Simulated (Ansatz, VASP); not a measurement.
**SnTe: VASP beside Ansatz**

Contents of INCAR:

```
PREC = Accurate ; ENCUT = 500
EDIFF = 1E-6 ; ISMEAR = 0
SIGMA = 0.05 ; LREAL = False
LASPH = True ; NELM = 120
ALGO = Normal ; ISIF = 2
LWAVE = False ; LCHARG = False
GGA = PE ; NBANDS = 17
GGA_COMPAT = False
```

File KPOINTS:

```
regular mesh
0
Gamma
  5 5 5
```

Contents of POSCAR:

```
SnTe
1.0
    0.0000000000      3.3083925000      2.8579138322
    3.3083925000      0.0000000000      2.8579138322
    3.3083925000      3.3083925000      0.0000000000
Sn Te
1 1
Direct
    0.0000000000      0.0000000000      0.0000000000
    0.5000000000      0.5000000000      0.5000000000
```

Input for Ansatz:

```yaml
crystal:
  lattice:
    - [0.0, 3.3083925000000005, 2.8579138321995465]
    - [3.3083925000000005, 0.0, 2.8579138321995465]
    - [3.3083925000000005, 3.3083925000000005, 0.0]
  atoms:
    - { symbol: Sn, position: [0.0, 0.0, 0.0] }
    - { symbol: Te, position: [0.5, 0.5, 0.5] }
basis:
  ecutwfc: 510.0
kpoints:
  mp_grid:
    grid: [5, 5, 5]
hamiltonian:
  xc: pbe
scf:
  occupations:
    method: gaussian
    width: 0.05
output:
  stress: true
```

Alike in both runs: task single point; functional PBE; k mesh 5 × 5 × 5; occupations gaussian, width 0.05 eV; no spin polarisation.

```csv
,VASP,Ansatz
version,VASP 6.6.1,Ansatz 0.2.0
potentials or method,"VASP PAW PBE potentials, release 64 (Sn_d, Te), cutoff 500 eV","plane waves, PAW"
valence electrons in the cell,20,30
```

|  | VASP | Ansatz | Ansatz less VASP |
| --- | --- | --- | --- |
| pressure (GPa) | 4.0 | 4.1 | +0.05 |
| traceless stress, the component that is largest in VASP (GPa) | 13.32 | 13.36 | +0.034 |

The functional is the same, so the differences come from potentials, cutoffs and numerics. VASP's potentials hold 20 valence electrons a cell and Ansatz's 30, so a difference there can come from the potentials and not from the codes.

Spin-orbit coupling is off throughout.
